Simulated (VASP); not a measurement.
# MgS (F-43m) in VASP: further runs, part 3 of 3

VASP 6.6.1. Earlier steps stand in the parts before.

## 5. Single point, PBE0

This run uses another cell than the first one, of 23.65 Å³/atom, 1.040 times its volume.

File POSCAR:

```
MgS
1.0
    0.0000000000      2.8704022176      2.8704022176
    2.8704022176      0.0000000000      2.8704022176
    2.8704022176      2.8704022176      0.0000000000
S Mg
1 1
Direct
    0.2500000000      0.2500000000      0.2500000000
    0.0000000000      0.0000000000      0.0000000000
```

File INCAR.step1:

```
SYSTEM = MgS
PREC = Accurate
ENCUT = 520
EDIFF = 1E-5
ISMEAR = -1
SIGMA = 0.05
LREAL = .FALSE.
LASPH = .TRUE.
NELM = 100
ALGO = Normal
ISIF = 2
LWAVE = .TRUE.
LCHARG = .FALSE.
NBANDS = 11
GGA = PE
```

File INCAR.step2:

```
SYSTEM = MgS
PREC = Accurate
ENCUT = 520
EDIFF = 1E-6
ISMEAR = -1
SIGMA = 0.05
LREAL = .FALSE.
LASPH = .TRUE.
NELM = 100
ALGO = Normal
ISIF = 2
LWAVE = .FALSE.
LCHARG = .FALSE.
GGA = PE
LHFCALC = .TRUE.
AEXX = 0.25
PRECFOCK = Normal
NBANDS = 11
ISTART = 1
```

File KPOINTS:

```
regular mesh
0
G
  6 6 6
  0 0 0
```

Potentials or basis: VASP PAW PBE potentials, release 64 (S, Mg).

On the command line:

```sh
cat potpaw_PBE.64/S/POTCAR potpaw_PBE.64/Mg/POTCAR > POTCAR
cp INCAR.step1 INCAR
mpirun -np 1 vasp_std > vasp.out
cp INCAR.step2 INCAR
mpirun -np 1 vasp_std > vasp.out
```

OUTCAR:

```text
SYSTEM = MgS
   PREC = Accurate
   ENCUT = 520
   EDIFF = 1E-6
   ISMEAR = -1
   LREAL = .FALSE.
   LASPH = .TRUE.
   NELM = 100
   ISIF = 2
   GGA = PE
   LHFCALC = .TRUE.
   AEXX = 0.25
   PRECFOCK = Normal
   ISTART = 1

 ion  position               nearest neighbor table
   1  0.250  0.250  0.250-   2 2.49   2 2.49   2 2.49   2 2.49
   2  0.000  0.000  0.000-   1 2.49   1 2.49   1 2.49   1 2.49

  LATTYP: Found a face centered cubic cell.
 ALAT       =     5.7408044352

  Lattice vectors:

 A1 = (   0.0000000000,   2.8704022176,   2.8704022176)
 A2 = (   2.8704022176,   0.0000000000,   2.8704022176)
 A3 = (   2.8704022176,   2.8704022176,   0.0000000000)

Analysis of symmetry for initial positions (statically):
=====================================================================
 Subroutine PRICEL returns:
 Original cell was already a primitive cell.

 Routine SETGRP: Setting up the symmetry group for a
 face centered cubic supercell.

 Subroutine GETGRP returns: Found 24 space group operations
 (whereof 24 operations were pure point group operations)
 out of a pool of 48 trial point group operations.

The static configuration has the point symmetry T_d .

Analysis of symmetry for dynamics (positions and initial velocities):
=====================================================================
 Subroutine PRICEL returns:
 Original cell was already a primitive cell.

 Routine SETGRP: Setting up the symmetry group for a
 face centered cubic supercell.

 Subroutine GETGRP returns: Found 24 space group operations
 (whereof 24 operations were pure point group operations)
 out of a pool of 48 trial point group operations.

The dynamic configuration has the point symmetry T_d .

 Subroutine INISYM returns: Found 24 space group operations
 (whereof 24 operations are pure point group operations),
 and found     1 'primitive' translations

----------------------------------------------------------------------------------------

                                     Primitive cell

  volume of cell :      47.2997

  direct lattice vectors                    reciprocal lattice vectors
     0.000000000  2.870402218  2.870402218    -0.174191616  0.174191616  0.174191616
     2.870402218  0.000000000  2.870402218     0.174191616 -0.174191616  0.174191616
     2.870402218  2.870402218  0.000000000     0.174191616  0.174191616 -0.174191616

  length of vectors
     4.059361746  4.059361746  4.059361746     0.301708729  0.301708729  0.301708729

  position of ions in fractional coordinates (direct lattice)
     0.250000000  0.250000000  0.250000000
     0.000000000  0.000000000  0.000000000

  ion indices of the primitive-cell ions
   primitive index   ion index
                 1           1
                 2           2

----------------------------------------------------------------------------------------

 KPOINTS: regular mesh

Automatic generation of k-mesh.
 Grid dimensions read from file:
 generate k-points for:    6    6    6

 Generating k-lattice:

  Cartesian coordinates                     Fractional coordinates (reciprocal lattice)
    -0.029031936  0.029031936  0.029031936     0.166666667  0.000000000  0.000000000
     0.029031936 -0.029031936  0.029031936     0.000000000  0.166666667  0.000000000
[... 36 lines left out ...]
   ions per type =               1   1
   NGX,Y,Z   is equivalent  to a cutoff of  12.29, 12.29, 12.29 a.u.
   NGXF,Y,Z  is equivalent  to a cutoff of  24.57, 24.57, 24.57 a.u.
 SYSTEM =  MgS
   PREC   = accura    normal or accurate (medium, high low for compatibility)
   ISTART =      1    job   : 0-new  1-cont  2-samecut
   ICHARG =      0    charge: 1-file 2-atom 10-const
   ISPIN  =      1    spin polarized calculation?
   LNONCOLLINEAR =      F non collinear calculations
   LSORBIT =      F    spin-orbit coupling
   LASPH  =      T    aspherical Exc in radial PAW
   ENCUT  =  520.0 eV  38.22 Ry    6.18 a.u.   7.55  7.55  7.55*2*pi/ulx,y,z
   NELM   =    100;   NELMIN=  2; NELMDL=  0     # of ELM steps
   EDIFF  = 0.1E-05   stopping-criterion for ELM
   LREAL  =      F    real-space projection
   EDIFFG = 0.1E-04   stopping-criterion for IOM
   NSW    =      0    number of steps for IOM
   IBRION =     -1    ionic relax: 0-MD 1-quasi-New 2-CG
   NFREE  =      0    steps in history (QN), initial steepest desc. (CG)
   ISIF   =      2    stress and relaxation
   ISYM   =      3    0-nonsym 1-usesym 2-fastsym
   POTIM  = 0.5000    time-step for ionic-motion
   TEBEG  =    0.0;   TEEND  =   0.0 temperature during run
   PSTRESS=    0.0 pullay stress
   NELECT =       8.0000    total number of electrons
   NUPDOWN=      -1.0000    fix difference up-down
   EMIN   =  10.00;   EMAX   =-10.00  energy-range for DOS
   EFERMI =   0.00;   METHOD = LEGACY
   ISMEAR =    -1;   SIGMA  =   0.05  broadening in eV -4-tet -1-fermi 0-gaus
   EFERMI_NEDOS =   21; number of points for ismear=-14 and -15
   IALGO  =     38    algorithm
   IMIX   =      1    mixing-type and parameters
     AMIX     =   0.40;   BMIX     =  1.00
     AMIX_MAG =   1.60;   BMIX_MAG =  1.00
  volume/ion in A,a.u.               =      23.65       159.60
  Fermi-wavevector in a.u.,A,eV,Ry     =   0.905355  1.710872 11.152247  0.819667
  Thomas-Fermi vector in A             =   2.028912
   LORBIT       =      0    0 simple, 1 ext, 2 COOP (PROOUT), +10 PAW based schemes
   GGA     = PE    functional components
   LHFCALC =     T    Hartree Fock is set to
   PRECFOCK=normal    Normal, Fast or Accurate (Low or Medium for compatibility)
   ENCUT4O =  -1.0   cutoff for four orbital integrals eV
   NKREDX  =     1    reduce k-point grid by
   NKREDY  =     1    reduce k-point grid by
   NKREDZ  =     1    reduce k-point grid by
   AEXX    =    0.2500 exact exchange contribution
   HFSCREEN=    0.0000 screening length (either q_TF or 0.3 A-1)
   HFSCREENC=   0.0000 screening length for correlation (either q_TF or 0.3 A-1)
   ENCUTFOCK=  -1.0 apply spherical cutoff to Coloumb kernel
   IVDW    =     0    specifies the selected vdW correction
   LEPSILON=     F    determine dielectric tensor
   LRPA    =     F    only Hartree local field effects (RPA)
 non-spin polarized calculation
  energy-cutoff  :      520.00
  volume of cell :       47.30
 maximum number of plane-waves:      1303
  NGX = 24; NGY = 24; NGZ = 24

 number of electron       8.0000000 magnetization

 Free energy of the ion-electron system (eV)
  ---------------------------------------------------
  ext. energy  EPLUGINS =         0.00000000
  ---------------------------------------------------
  free energy    TOTEN  =       -10.38627147 eV

  energy without entropy =      -10.38627147  energy(sigma->0) =      -10.38627147

 E-fermi :   0.7094     XC(G=0):  -6.5198

 val. band max:       -0.3010887502   @ k =   0.0000   0.0000   0.0000
 cond. band min:       4.6834568372   @ k =   0.0000   0.0000   0.0000
 fundamental gap:      4.9845455874
 Fermi energy:         0.7093832260

 k-point     1 :       0.0000    0.0000    0.0000
  band No.  band energies     occupation
      1     -12.6327      2.00000
      2      -0.3011      2.00000
      3      -0.3011      2.00000
      4      -0.3011      2.00000
      5       4.6835      0.00000
      6       9.5197      0.00000
      7       9.5197      0.00000
      8       9.5197      0.00000
      9      12.5663      0.00000
     10      12.5663      0.00000
     11      15.1209      0.00000
[... 197 lines left out ...]
 k-point    16 :      -0.3333    0.5000    0.1667
  band No.  band energies     occupation
      1     -11.7154      2.00000
      2      -2.9469      2.00000
      3      -1.9280      2.00000
      4      -1.6044      2.00000
      5       6.3979      0.00000
      6       8.3363      0.00000
      7      10.9401      0.00000
      8      10.9528      0.00000
      9      14.1074      0.00000
     10      15.5037      0.00000
     11      15.7115      0.00000

------------------------ aborting loop because EDIFF is reached ----------------------------------------

  FORCE on cell =-STRESS in cart. coord.  units (eV):
  Direction    XX          YY          ZZ          XY          YZ          ZX
  --------------------------------------------------------------------------------------
  -------------------------------------------------------------------------------------
  Total       -0.7392492     -0.7392492     -0.7392492      0.0000000      0.0000000      0.0000000
  in kB      -25.0405116    -25.0405116    -25.0405116      0.0000000      0.0000000      0.0000000
  external PRESSURE =     -25.0405116 kB  Pullay stress =       0.0000000 kB

 VOLUME and BASIS-vectors are now :
 -----------------------------------------------------------------------------
  energy-cutoff  :      520.00
  volume of cell :       47.30
      direct lattice vectors                 reciprocal lattice vectors
     0.000000000  2.870402218  2.870402218    -0.174191616  0.174191616  0.174191616
     2.870402218  0.000000000  2.870402218     0.174191616 -0.174191616  0.174191616
     2.870402218  2.870402218  0.000000000     0.174191616  0.174191616 -0.174191616

 POSITION                                       TOTAL-FORCE (eV/Angst)
 -----------------------------------------------------------------------------------
      1.43520      1.43520      1.43520        -0.000000     -0.000000     -0.000000
      0.00000      0.00000      0.00000         0.000000      0.000000      0.000000
 -----------------------------------------------------------------------------------
    total drift:                                0.000000     -0.000000     -0.000000

  FREE ENERGIE OF THE ION-ELECTRON SYSTEM (eV)
  ---------------------------------------------------
  free  energy   TOTEN  =       -10.3862714735 eV

  energy  without entropy=      -10.3862714734  energy(sigma->0) =      -10.38627147
```

It took 8.7 min on 1 thread of Intel Xeon Platinum 8259CL at 2.50GHz (Skylake/Cascade Lake), shared host; peak memory 0.19 GiB.

What came out:

| Property | Result |
| --- | --- |
| Free energy | -10.3863 eV |
| Pressure | -2.5 GPa |
| Band gap on the k mesh | 4.98 eV, direct |

Caveat: the PAW data sets were made with another functional, which shifts forces and pressure a little.

## 6. Single point, PBE0

This run uses another cell than the first one, of 24.10 Å³/atom, 1.060 times its volume.

File POSCAR:

```
MgS
1.0
    0.0000000000      2.8886855272      2.8886855272
    2.8886855272      0.0000000000      2.8886855272
    2.8886855272      2.8886855272      0.0000000000
S Mg
1 1
Direct
    0.2500000000      0.2500000000      0.2500000000
    0.0000000000      0.0000000000      0.0000000000
```

File INCAR.step1:

```
SYSTEM = MgS
ALGO = Normal
EDIFF = 1E-5
ENCUT = 520
GGA = PE
ISIF = 2
ISMEAR = -1
LASPH = .TRUE.
LREAL = .FALSE.
LWAVE = .TRUE.
NBANDS = 11
NELM = 100
PREC = Accurate
SIGMA = 0.05
```

File INCAR.step2:

```
SYSTEM = MgS
AEXX = 0.25
ALGO = Normal
EDIFF = 1E-6
ENCUT = 520
GGA = PE
ISIF = 2
ISMEAR = -1
ISTART = 1
LASPH = .TRUE.
LCHARG = .TRUE.
LELF = .TRUE.
LHFCALC = .TRUE.
LREAL = .FALSE.
LVHAR = .TRUE.
LWAVE = .FALSE.
NBANDS = 11
NELM = 100
PREC = Accurate
PRECFOCK = Normal
SIGMA = 0.05
```

File KPOINTS:

```
k-points
0
G
  6 6 6
  0 0 0
```

Potentials or basis: VASP PAW PBE potentials, release 64 (S, Mg).

On the command line:

```sh
cat potpaw_PBE.64/S/POTCAR potpaw_PBE.64/Mg/POTCAR > POTCAR
cp INCAR.step1 INCAR
mpirun -np 1 vasp_std > vasp.out
cp INCAR.step2 INCAR
mpirun -np 1 vasp_std > vasp.out
```

It took 11 min on 1 thread of Intel Xeon Platinum 8259CL at 2.50GHz (Skylake/Cascade Lake), shared host; peak memory 0.19 GiB.

Results (log left out):

| Item | Value |
| --- | --- |
| Free energy | -10.3696 eV |
| Pressure | -3.4 GPa |
| Band gap on the k mesh | 4.88 eV, direct |

Levels at points of the mesh, in eV from the valence-band top:
```csv
k point,band 1,band 2,band 3,band 4,band 5,band 6,band 7,band 8
"(0.00, 0.00, 0.00)",-12.27,0.00,0.00,0.00,4.88,9.76,9.76,9.76
"(0.50, 0.00, 0.00)",-11.61,-3.23,-0.35,-0.35,6.71,9.47,9.47,10.26
"(0.50, 0.50, 0.00)",-11.40,-2.91,-1.07,-1.07,5.59,7.38,12.79,14.00
```

Caveat: the PAW data sets were made with another functional, which shifts forces and pressure a little.

## 7. Overview

| level | potentials or basis | spin | cell | k mesh | smearing | grid for exact exchange (PRECFOCK) | gap on the mesh (eV) | pressure (GPa) |
| --- | --- | --- | --- | --- | --- | --- | --- | --- |
| r2SCAN+rVV10 | VASP PAW PBE potentials, release 64 (S, Mg) | off | a = 4.007 Å, angles 60.0°, 2 atoms | 8 × 8 × 8 | gaussian 0.1 eV | - | 4.05 | -0.9 |
| LDA | VASP PAW LDA potentials, release 64 (S, Mg) | off | a = 4.007 Å, angles 60.0°, 2 atoms | 12 × 12 × 12 | gaussian 0.01 eV | - | 3.18 | -2.5 |
| r2SCANh | VASP PAW PBE potentials, release 64 (S, Mg) | collinear, zero start | a = 4.007 Å, angles 60.0°, 2 atoms | 4 × 4 × 4 | gaussian 0.01 eV | Normal | 4.71 | -0.6 |
| PBE0 | VASP PAW PBE potentials, release 64 (S, Mg) | off | a = 4.059 Å, angles 60.0°, 2 atoms | 6 × 6 × 6 | fermi-dirac 0.05 eV | Normal | 4.98 | -2.5 |
| PBE0 | VASP PAW PBE potentials, release 64 (S, Mg) | off | a = 4.085 Å, angles 60.0°, 2 atoms | 6 × 6 × 6 | fermi-dirac 0.05 eV | Normal | 4.88 | -3.4 |

Alike in all rows: task single point; cutoff (eV) 520.

Caveats: some runs use coarse meshes; the PAW data sets were made with another functional, which shifts forces and pressure a little (some runs).

Total energies depend on the potentials used, so only differences within one code and one set of settings carry meaning.
